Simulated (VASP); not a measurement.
**Si: single point with LDA**

Crystal: Si.

```xyz
2
Lattice="0.0000 2.7221 2.7221 2.7221 0.0000 2.7221 2.7221 2.7221 0.0000" Properties=species:S:1:pos:R:3 pbc="T T T"
Si    0.0000    0.0000    0.0000
Si    1.3611    1.3611    1.3611
```

- Program: VASP 6.6.1
- Task: single point
- Functional: LDA
- Potentials or basis: VASP PAW LDA potentials, release 64 (Si)
- Cutoff: 520 eV
- k mesh: 8 × 8 × 8
- Occupations: gaussian, width 0.01 eV
- Spin: no spin polarisation
- Dipole correction: no
- Further INCAR settings: ALGO = Normal; EDIFF = 1e-06; NBANDS = 11

* Pressure: -2.1 GPa
* Band gap on the k mesh: 0.53 eV, indirect (least direct gap 2.52 eV)

Levels at points of the mesh, in eV from the valence-band top:
| k point | band 2 | band 3 | band 4 | band 5 | band 6 | band 7 |
| --- | --- | --- | --- | --- | --- | --- |
| (0.00, 0.00, 0.00) | 0.00 | 0.00 | 0.00 | 2.52 | 2.52 | 2.52 |
| (0.50, 0.00, 0.00) | -6.96 | -1.19 | -1.19 | 1.40 | 3.29 | 3.29 |
| (0.50, 0.50, 0.00) | -7.79 | -2.83 | -2.83 | 0.62 | 0.62 | 9.91 |

Wall time 12 s on 1 thread of Intel Xeon 6975P-C (shared host), peak memory 0.14 GiB.

A k mesh can miss the band edges. LDA gaps usually lie below the measured ones, often by a third to a half.
